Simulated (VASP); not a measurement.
# BaTiO3 (P4mm) in VASP: single point with PBE

Aim: the single point of BaTiO3 with PBE.

Everything below comes from runs of VASP 6.6.1. Logs are shortened: lines on timing, memory, paths and dates and some standing lists are left out, and cuts for length are marked.

### 1 The cell of the first run

It takes space group P4mm (No. 99, tetragonal). The conventional cell has a = 4.000 Å, b = 4.000 Å, c = 4.018 Å, α = 90.00°, β = 90.00°, γ = 90.00°. Within 3.7 Å of Ba (site symmetry 4mm) lie 12 O at 2.79 to 2.88 Å and 8 Ti at 3.44 to 3.50 Å. Ti (site symmetry 4mm) has 6 O at 1.85 to 2.17 Å within 2.5 Å. O (site symmetry 4mm) has 2 Ti at 1.85 to 2.17 Å within 2.5 Å. O (site symmetry 2mm) has 2 Ti at 2.00 Å and 4 Ba at 2.79 to 2.88 Å and 8 O at 2.81 to 2.86 Å within 2.9 Å.

### 2 Single point, PBE

INCAR

```
SYSTEM = BaTiO3
PREC     = Accurate       ! precision mode
ENCUT    = 910            ! plane-wave cutoff, eV
EDIFF    = 1E-6           ! SCF threshold, eV
ISMEAR   = 0              ! smearing method
SIGMA    = 0.05           ! smearing width, eV
LREAL    = .False.        ! projectors in reciprocal space
LASPH    = .True.         ! aspherical terms in the spheres
NELM     = 120            ! most SCF steps
ALGO     = Normal         ! electronic algorithm
ISIF     = 2              ! what is computed and relaxed
LWAVE    = .False.        ! write WAVECAR
LCHARG   = .False.        ! write CHGCAR
GGA      = PE             ! functional
NBANDS   = 28             ! bands
GGA_COMPAT= .False.
```

KPOINTS

```
regular mesh
0
Gamma
  6 6 6
  0 0 0
```

POSCAR

```
BaTiO3
1.0
    3.9998000000      0.0000000000      0.0000000000
    0.0000000000      3.9998000000      0.0000000000
    0.0000000000      0.0000000000      4.0180000000
Ba Ti O
1 1 3
Direct
    0.0000000000      0.0000000000      0.0000829558
    0.5000000000      0.5000000000      0.4855818935
    0.5000000000      0.5000000000      0.0252809513
    0.5000000000      0.0000000000      0.5160270998
    0.0000000000      0.5000000000      0.5160270998
```

Potentials or basis: VASP PAW PBE potentials, release 64 (Ba_sv, Ti_sv, O_h).

The run is started by

```sh
> cat potpaw_PBE.64/Ba_sv/POTCAR potpaw_PBE.64/Ti_sv/POTCAR potpaw_PBE.64/O_h/POTCAR > POTCAR
> mpirun -np 1 vasp_std > vasp.out
```

OUTCAR:

```text
SYSTEM = BaTiO3
   PREC = Accurate
   ENCUT = 910
   EDIFF = 1E-6
   ISMEAR = 0
   LREAL = .False.
   LASPH = .True.
   NELM = 120
   ISIF = 2
   GGA = PE

 ion  position               nearest neighbor table
   1  0.000  0.000  0.000-   4 2.79   5 2.79   5 2.79   4 2.79   3 2.83   3 2.83   3 2.83   3 2.83
                             4 2.88   5 2.88   5 2.88   4 2.88   2 3.44   2 3.44   2 3.44   2 3.44
   2  0.500  0.500  0.486-   3 1.85   4 2.00   5 2.00   4 2.00   5 2.00   3 2.17   1 3.44   1 3.44
                             1 3.44   1 3.44   1 3.50   1 3.50   1 3.50   1 3.50
   3  0.500  0.500  0.025-   2 1.85   2 2.17   1 2.83   1 2.83   1 2.83   1 2.83
   4  0.500  0.000  0.516-   2 2.00   2 2.00   1 2.79   1 2.79   1 2.88   1 2.88
   5  0.000  0.500  0.516-   2 2.00   2 2.00   1 2.79   1 2.79   1 2.88   1 2.88

  LATTYP: Found a simple tetragonal cell.
 ALAT       =     3.9998000000
 C/A-ratio  =     1.0045502275

  Lattice vectors:

 A1 = (   3.9998000000,   0.0000000000,   0.0000000000)
 A2 = (   0.0000000000,   3.9998000000,   0.0000000000)
 A3 = (   0.0000000000,   0.0000000000,   4.0180000000)

Analysis of symmetry for initial positions (statically):
=====================================================================
 Subroutine PRICEL returns:
 Original cell was already a primitive cell.

 Routine SETGRP: Setting up the symmetry group for a
 simple tetragonal supercell.

 Subroutine GETGRP returns: Found  8 space group operations
 (whereof  8 operations were pure point group operations)
 out of a pool of 16 trial point group operations.

The static configuration has the point symmetry C_4v.

Analysis of symmetry for dynamics (positions and initial velocities):
=====================================================================
 Subroutine PRICEL returns:
 Original cell was already a primitive cell.

 Routine SETGRP: Setting up the symmetry group for a
 simple tetragonal supercell.

 Subroutine GETGRP returns: Found  8 space group operations
 (whereof  8 operations were pure point group operations)
 out of a pool of 16 trial point group operations.

The dynamic configuration has the point symmetry C_4v.

 Subroutine INISYM returns: Found  8 space group operations
 (whereof  8 operations are pure point group operations),
 and found     1 'primitive' translations

----------------------------------------------------------------------------------------

                                     Primitive cell

  volume of cell :      64.2816

  direct lattice vectors                    reciprocal lattice vectors
     3.999800000  0.000000000  0.000000000     0.250012501  0.000000000  0.000000000
     0.000000000  3.999800000  0.000000000     0.000000000  0.250012501  0.000000000
     0.000000000  0.000000000  4.018000000     0.000000000  0.000000000  0.248880040

  length of vectors
     3.999800000  3.999800000  4.018000000     0.250012501  0.250012501  0.248880040

  position of ions in fractional coordinates (direct lattice)
     0.000000000  0.000000000  0.000082956
     0.500000000  0.500000000  0.485581893
     0.500000000  0.500000000  0.025280951
     0.500000000  0.000000000  0.516027100
     0.000000000  0.500000000  0.516027100

  ion indices of the primitive-cell ions
   primitive index   ion index
                 1           1
                 2           2
                 3           3
                 4           4
                 5           5

----------------------------------------------------------------------------------------

 KPOINTS: regular mesh

Automatic generation of k-mesh.
 Grid dimensions read from file:
 generate k-points for:    6    6    6

 Generating k-lattice:

  Cartesian coordinates                     Fractional coordinates (reciprocal lattice)
     0.041668750  0.000000000  0.000000000     0.166666667  0.000000000  0.000000000
     0.000000000  0.041668750  0.000000000     0.000000000  0.166666667  0.000000000
     0.000000000  0.000000000  0.041480007     0.000000000  0.000000000  0.166666667

  Length of vectors
     0.041668750  0.041668750  0.041480007

  Shift w.r.t. Gamma in fractional coordinates (k-lattice)
     0.000000000  0.000000000  0.000000000

 Subroutine IBZKPT returns following result:
 ===========================================

 Found     40 irreducible k-points:

 Following reciprocal coordinates:
            Coordinates               Weight
  0.000000  0.000000  0.000000      1.000000
  0.166667  0.000000  0.000000      4.000000
  0.333333  0.000000  0.000000      4.000000
  0.500000  0.000000  0.000000      2.000000
  0.166667  0.166667  0.000000      4.000000
  0.333333  0.166667  0.000000      8.000000
[... 16 lines left out ...]
  0.333333  0.000000  0.333333      8.000000
  0.500000  0.000000  0.333333      4.000000
 [... further k-points ...]
   k-points           NKPTS =     40   k-points in BZ     NKDIM =     40   number of bands    NBANDS=     28
   number of dos      NEDOS =    301   number of ions     NIONS =      5
   total plane-waves  NPLWV =  64000
   dimension x,y,z NGX =    40 NGY =   40 NGZ =   40
   dimension x,y,z NGXF=    80 NGYF=   80 NGZF=   80
   ions per type =               1   1   3
   NGX,Y,Z   is equivalent  to a cutoff of  16.63, 16.63, 16.55 a.u.
   NGXF,Y,Z  is equivalent  to a cutoff of  33.25, 33.25, 33.10 a.u.
 SYSTEM =  BaTiO3
   PREC   = accura    normal or accurate (medium, high low for compatibility)
   ISTART =      0    job   : 0-new  1-cont  2-samecut
   ICHARG =      2    charge: 1-file 2-atom 10-const
   ISPIN  =      1    spin polarized calculation?
   LNONCOLLINEAR =      F non collinear calculations
   LSORBIT =      F    spin-orbit coupling
   LASPH  =      T    aspherical Exc in radial PAW
   ENCUT  =  910.0 eV  66.88 Ry    8.18 a.u.   9.84  9.84  9.88*2*pi/ulx,y,z
   NELM   =    120;   NELMIN=  2; NELMDL= -5     # of ELM steps
   EDIFF  = 0.1E-05   stopping-criterion for ELM
   LREAL  =      F    real-space projection
   EDIFFG = 0.1E-04   stopping-criterion for IOM
   NSW    =      0    number of steps for IOM
   IBRION =     -1    ionic relax: 0-MD 1-quasi-New 2-CG
   NFREE  =      0    steps in history (QN), initial steepest desc. (CG)
   ISIF   =      2    stress and relaxation
   ISYM   =      2    0-nonsym 1-usesym 2-fastsym
   POTIM  = 0.5000    time-step for ionic-motion
   TEBEG  =    0.0;   TEEND  =   0.0 temperature during run
   PSTRESS=    0.0 pullay stress
   NELECT =      40.0000    total number of electrons
   NUPDOWN=      -1.0000    fix difference up-down
   EMIN   =  10.00;   EMAX   =-10.00  energy-range for DOS
   EFERMI =   0.00;   METHOD = LEGACY
   ISMEAR =     0;   SIGMA  =   0.05  broadening in eV -4-tet -1-fermi 0-gaus
   EFERMI_NEDOS =   21; number of points for ismear=-14 and -15
   IALGO  =     38    algorithm
   IMIX   =      4    mixing-type and parameters
     AMIX     =   0.40;   BMIX     =  1.00
     AMIX_MAG =   1.60;   BMIX_MAG =  1.00
  volume/ion in A,a.u.               =      12.86        86.76
  Fermi-wavevector in a.u.,A,eV,Ry     =   1.397653  2.641181 26.578078  1.953434
  Thomas-Fermi vector in A             =   2.520888
   LORBIT       =      0    0 simple, 1 ext, 2 COOP (PROOUT), +10 PAW based schemes
   GGA     = PE    functional components
   LHFCALC =     F    Hartree Fock is set to
   AEXX    =    0.0000 exact exchange contribution
   IVDW    =     0    specifies the selected vdW correction
   LEPSILON=     F    determine dielectric tensor
   LRPA    =     F    only Hartree local field effects (RPA)
 non-spin polarized calculation
 Gauss-broadening in eV      SIGMA  =   0.05
  energy-cutoff  :      910.00
  volume of cell :       64.28
 maximum number of plane-waves:      4032
 NGX is ok and might be reduce to    40
   NGX = 19   NGY = 19   NGZ = 19

 number of electron      40.0000006 magnetization

 Free energy of the ion-electron system (eV)
  ---------------------------------------------------
  ext. energy  EPLUGINS =         0.00000000
  ---------------------------------------------------
  free energy    TOTEN  =       -40.01237865 eV

  energy without entropy =      -40.01237865  energy(sigma->0) =      -40.01237865

 E-fermi :   4.4908     XC(G=0): -11.2415

 val. band max:        4.2304656248   @ k =   0.5000   0.5000   0.5000
 cond. band min:       6.0256406496   @ k =   0.0000   0.0000   0.0000
 fundamental gap:      1.7951750248
 Fermi energy:         4.4907629601

 k-point     1 :       0.0000    0.0000    0.0000
  band No.  band energies     occupation
      1     -52.3323      2.00000
      2     -28.6051      2.00000
      3     -28.5428      2.00000
      4     -28.5428      2.00000
      5     -20.6651      2.00000
      6     -12.7200      2.00000
[... 20 lines left out ...]
     27       9.2504      0.00000
     28      11.4998      0.00000

 k-point     2 :       0.1667    0.0000    0.0000
  band No.  band energies     occupation
      1     -52.3321      2.00000
      2     -28.6046      2.00000
      3     -28.5560      2.00000
      4     -28.5423      2.00000
      5     -20.6359      2.00000
      6     -12.7512      2.00000
[... 20 lines left out ...]
     27       9.7601      0.00000
     28      12.1483      0.00000

 k-point     3 :       0.3333    0.0000    0.0000
  band No.  band energies     occupation
      1     -52.3316      2.00000
      2     -28.6036      2.00000
      3     -28.5823      2.00000
      4     -28.5413      2.00000
      5     -20.5762      2.00000
      6     -12.8825      2.00000
[... 20 lines left out ...]
     27      10.9784      0.00000
     28      12.4553      0.00000

 k-point     4 :       0.5000    0.0000    0.0000
  band No.  band energies     occupation
      1     -52.3313      2.00000
      2     -28.6030      2.00000
      3     -28.5954      2.00000
      4     -28.5408      2.00000
      5     -20.5457      2.00000
      6     -12.9661      2.00000
[... 578 lines left out ...]
     27      11.4789      0.00000
     28      12.8380      0.00000

 k-point    23 :       0.3333    0.0000    0.3333
  band No.  band energies     occupation
      1     -52.3309      2.00000
      2     -28.6409      2.00000
      3     -28.5801      2.00000
      4     -28.5399      2.00000
      5     -20.5138      2.00000
      6     -12.5644      2.00000
[... 20 lines left out ...]
     27      12.5684      0.00000
     28      12.8474      0.00000

 k-point    24 :       0.5000    0.0000    0.3333
  band No.  band energies     occupation
      1     -52.3306      2.00000
      2     -28.6401      2.00000
      3     -28.5929      2.00000
      4     -28.5394      2.00000
      5     -20.4914      2.00000
      6     -12.5306      2.00000
[... 20 lines left out ...]
     27      12.3450      0.00000
     28      13.6470      0.00000

 [... further k-points ...]
[... 5 lines left out ...]
  --------------------------------------------------------------------------------------
  -------------------------------------------------------------------------------------
  Total        1.5272060      1.5272060      2.5178400      0.0000000      0.0000000      0.0000000
  in kB       38.0646401     38.0646401     62.7555632      0.0000000      0.0000000      0.0000000
  external PRESSURE =      46.2949478 kB  Pullay stress =       0.0000000 kB

 VOLUME and BASIS-vectors are now :
 -----------------------------------------------------------------------------
  energy-cutoff  :      910.00
  volume of cell :       64.28
      direct lattice vectors                 reciprocal lattice vectors
     3.999800000  0.000000000  0.000000000     0.250012501  0.000000000  0.000000000
     0.000000000  3.999800000  0.000000000     0.000000000  0.250012501  0.000000000
     0.000000000  0.000000000  4.018000000     0.000000000  0.000000000  0.248880040

 POSITION                                       TOTAL-FORCE (eV/Angst)
 -----------------------------------------------------------------------------------
      0.00000      0.00000      0.00033        -0.000000     -0.000000      0.027787
      1.99990      1.99990      1.95107         0.000000      0.000000      0.027514
      1.99990      1.99990      0.10158         0.000000      0.000000     -0.030155
      1.99990      0.00000      2.07340         0.000000     -0.000000     -0.012573
      0.00000      1.99990      2.07340         0.000000     -0.000000     -0.012573
 -----------------------------------------------------------------------------------
    total drift:                                0.000000      0.000000     -0.000882

  FREE ENERGIE OF THE ION-ELECTRON SYSTEM (eV)
  ---------------------------------------------------
  free  energy   TOTEN  =       -40.0123786534 eV

  energy  without entropy=      -40.0123786534  energy(sigma->0) =      -40.01237865
```

It took 78 s on 1 thread of Intel Xeon 6975P-C (Granite Rapids), shared host; peak memory 0.35 GiB.

What came out:

| Item | Value |
| --- | --- |
| Free energy | -40.0124 eV |
| Pressure | 4.6 GPa |
| Largest force | 0.030 eV/Å |
| Band gap on the k mesh | 1.80 eV (least direct gap 2.14 eV) |

Forces on the atoms (eV/Å):
```
Ba   0.000  0.000  0.028
Ti   0.000  0.000  0.028
O    0.000  0.000 -0.030
O    0.000  0.000 -0.013
O    0.000  0.000 -0.013
```

Levels at points of the mesh, in eV from the valence-band top:
```csv
k point,band 17,band 18,band 19,band 20,band 21,band 22,band 23,band 24
"(0.00, 0.00, 0.00)",-1.15,-0.40,-0.35,-0.35,1.80,2.12,2.12,4.00
"(0.50, 0.00, 0.00)",-1.83,-1.68,-1.06,-0.93,2.24,3.50,3.56,4.12
"(0.50, 0.50, 0.00)",-1.81,-1.06,-1.06,-0.09,3.58,3.58,3.94,4.71
"(0.00, 0.00, 0.50)",-1.97,-1.95,-0.71,-0.71,1.96,3.62,3.62,4.00
"(0.50, 0.00, 0.50)",-1.73,-0.92,-0.89,-0.22,3.53,3.63,3.95,4.84
"(0.50, 0.50, 0.50)",-2.42,-0.14,-0.14,0.00,4.18,4.20,4.20,6.45
```

Caveat: the cutoff is under 1.25 times the usual one of these potentials, so pressure, stress and relaxed cells hold a basis-set (Pulay) error; the cell stands under pressure; spin-orbit coupling is left out, which moves the levels of the heavy elements. A k mesh can miss the band edges.
